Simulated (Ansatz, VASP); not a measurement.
Ru in VASP and in Ansatz

```
Ru
1.0
     2.65993    0.00000    0.00000
    -1.32997    2.30357    0.00000
     0.00000    0.00000    4.20931
Ru
2
Direct
  0.33333 0.66667 0.25000
  0.66667 0.33333 0.75000
```

Alike in both runs: task single point; functional r2SCAN; k mesh 12 × 12 × 7; occupations fermi-dirac, width 0.1 eV; no spin polarisation.

|  | VASP | Ansatz |
| --- | --- | --- |
| version | VASP 6.6.1 | Ansatz 0.2.0 |
| potentials or method | VASP PAW PBE potentials, release 64 (Ru_sv), cutoff 660 eV | plane waves, PAW |
| valence electrons in the cell | 32 | 32 |

```csv
,VASP,Ansatz,Ansatz less VASP
pressure (GPa),17.3,17.1,-0.16
"traceless stress, the component that is largest in VASP (GPa)",0.35,0.33,-0.014
```

VASP's potentials were made for PBE, not for r2SCAN.
